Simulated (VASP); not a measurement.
Wanted: the native input for a VASP 6.6.1 run.

```yaml
Task: single point
Functional: PBEsol
Potentials_or_basis: VASP PAW PBE potentials, release 64 (Pt, Se)
Cutoff: 520 eV
k_mesh: 12 × 12 × 10
Occupations: gaussian, width 0.15 eV
Spin: no spin polarisation
Dipole_correction: no
Further_INCAR_settings: ALGO = Normal; EDIFF = 1e-06; NBANDS = 18
```

The structure of PtSe2 lies in POSCAR:

```
PtSe2
1.0
    3.8729606288      0.0000000000      0.0000000000
   -1.9364803144      3.3540822924      0.0000000000
    0.0000000000      0.0000000000      4.6570400000
Pt Se
1 2
Direct
    0.0000000000      0.0000000000      0.0000000000
    0.3333333333      0.6666666667      0.2500000000
    0.6666666667      0.3333333333      0.7500000000
```

This cell differs from its parent crystal: strain +0.040 along x and y, -0.080 along z.

The input as run:

INCAR

```
  PREC = Accurate
  ENCUT = 520
  EDIFF = 1E-6
  ISMEAR = 0
  SIGMA = 0.15
  LREAL = False
  LASPH = True
  NELM = 80
  ALGO = Normal
  ISIF = 2
  LWAVE = False
  LCHARG = True
  GGA = PS
  LELF = True
  LVHAR = True
  NBANDS = 18
```

KPOINTS

```
Automatic mesh
0
Gamma
  12 12 10
```

Potentials or basis: VASP PAW PBE potentials, release 64 (Pt, Se).

The run is started by

```console
$ cat potpaw_PBE.64/Pt/POTCAR potpaw_PBE.64/Se/POTCAR > POTCAR
$ mpirun -np 1 vasp_std > vasp.out
```

Results of the run:

The pressure is -1.3 GPa, the largest force is 0.497 eV/Å and the band gap on the k mesh is zero (band 11 reaches 7.06 eV, above the bottom of band 12 at 6.24 eV).

Caveat: the cell differs from its parent crystal (strain +0.040 along x and y, -0.080 along z); the PAW data sets were made with another functional, which shifts forces and pressure a little; spin-orbit coupling is left out, which moves the levels of the heavy elements.

Wall time 86 s on 1 thread of AMD EPYC 9R45 96-Core Processor (Zen 5), on a shared host, peak memory 0.28 GiB.
